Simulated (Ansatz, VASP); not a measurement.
Two plane-wave programs on Si

```
CELL_PARAMETERS angstrom
4.97303 0.00000 0.00000
0.00000 4.97303 0.00000
0.00000 0.00000 4.97303
ATOMIC_POSITIONS crystal
Si 0.50000 0.50000 0.00000
Si 0.00000 0.50000 0.50000
Si 0.50000 0.00000 0.50000
Si 0.50000 0.50000 0.50000
Si 0.50000 0.00000 0.00000
Si 0.00000 0.50000 0.00000
Si 0.00000 0.00000 0.50000
```

Alike in both runs: functional PBE; k mesh 4 × 4 × 4; occupations gaussian, width 0.1 eV; no spin polarisation.

Ansatz relaxed the structure, and its values are those at the end. VASP's run is a single point on that final structure, the one shown.

|  | VASP | Ansatz |
| --- | --- | --- |
| version | VASP 6.6.1 | Ansatz 0.2.0 |
| potentials or method | VASP PAW PBE potentials, release 64 (Si), cutoff 520 eV | scalar-relativistic, plane waves, PAW |
| valence electrons in the cell | 28 | 28 |

Ansatz gave:

```
gap on the k mesh at the Fermi level (eV) : none
pressure (GPa)                            : 0.4
```

Task: Which values does VASP return?

Result: gap on the k mesh at the Fermi level (eV): none; pressure (GPa): 0.3.

A gap of «none» marks a metal or a gap that the smearing closes.
